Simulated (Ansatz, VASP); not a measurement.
## W: VASP beside Ansatz

The input INCAR:

```
PREC = Accurate
ENCUT = 600
EDIFF = 1E-6
ISMEAR = 0
SIGMA = 0.1
LREAL = False
LASPH = True
NELM = 80
ALGO = Fast
ISIF = 3
LWAVE = False
LCHARG = False
GGA = PS
IBRION = 2
NSW = 90
EDIFFG = -0.04
```

The input KPOINTS:

```
regular mesh
0
Gamma
  6 6 4
```

File POSCAR:

```
W
1.0
    2.6571548570     -1.7561760909      0.0000000000
    2.6571548570      1.7561760909      0.0000000000
    0.0000000000      0.0000000000      7.1638799453
W
4
Direct
    0.8500000000      0.1500000000      0.1170000000
    0.6500000000      0.3500000000      0.6170000000
    0.1500000000      0.8500000000      0.8830000000
    0.3500000000      0.6500000000      0.3830000000
```

Input for Ansatz:

```yaml
crystal:
  lattice:
    - [2.657154857, -1.7561760909, 0.0]
    - [2.657154857, 1.7561760909, 0.0]
    - [0.0, 0.0, 7.1638799453]
  atoms:
    - { symbol: W, position: [0.85, 0.15, 0.117] }
    - { symbol: W, position: [0.65, 0.35, 0.617] }
    - { symbol: W, position: [0.15, 0.85, 0.883] }
    - { symbol: W, position: [0.35, 0.65, 0.383] }
basis:
  ecutwfc: 420
kpoints:
  mp_grid: { grid: [6, 6, 4] }
hamiltonian:
  xc: pbesol
scf:
  occupations: { method: gaussian, width: 0.1 }
  lower_state_search: "off"
output:
  forces: true
  stress: true
  eigenvalues: true
relax:
  adjacent_minimum: "off"
  f_tol: 0.04
  max_steps: 70
  cell: { stress_tol: 0.4 }
```

Alike in both runs: task relaxation of cell and atoms; functional PBEsol; k mesh 6 × 6 × 4; occupations gaussian, width 0.1 eV; no spin polarisation.

```csv
,VASP,Ansatz
version,VASP 6.6.1,Ansatz 0.2.0
potentials or method,"VASP PAW PBE potentials, release 64 (W_sv), cutoff 600 eV","scalar-relativistic, plane waves, PAW"
valence electrons in the cell,56,56
```

Ansatz gave:

* gap on the k mesh at the Fermi level, each at its own relaxed structure (eV): none
* relaxed volume (Å³/atom): 15.63
* relaxed cell length with the largest relative difference (Å): 8.990

Task: What did VASP give for the same quantities?

Result: gap on the k mesh at the Fermi level, each at its own relaxed structure (eV): none; relaxed volume (Å³/atom): 15.66; relaxed cell length with the largest relative difference (Å): 8.998.

VASP's potentials were made for PBE, not for PBEsol. A gap of «none» marks a metal or a gap that the smearing closes.

Neither program's run includes spin-orbit coupling.
